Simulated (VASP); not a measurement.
GaAs:

```
Ga As
1.0
     0.00000    2.83308    2.83308
     2.83308    0.00000    2.83308
     2.83308    2.83308    0.00000
Ga As
1 1
Direct
  0.00000 0.00000 0.00000
  0.25000 0.25000 0.25000
```

Program: VASP 6.6.1. Alike in all runs: task single point; no spin polarisation; cell as given; cutoff (eV) 520; smearing gaussian 0.01 eV.

Task: Order these runs on this cell by their pressure, lowest first.
A. level PBE; potentials or basis VASP PAW PBE potentials, release 64 (Ga_d, As); k mesh 6 × 6 × 6
B. level r2SCAN; potentials or basis VASP PAW PBE potentials, release 64 (Ga_d, As); k mesh 4 × 4 × 4
C. level LDA; potentials or basis VASP PAW LDA potentials, release 64 (Ga_d, As); k mesh 4 × 4 × 4

Result: C (-1.8 GPa), B (0.4 GPa), A (2.9 GPa).

Caveats: some runs use coarse meshes; the PAW data sets were made with another functional, which shifts forces and pressure a little (at least some runs).
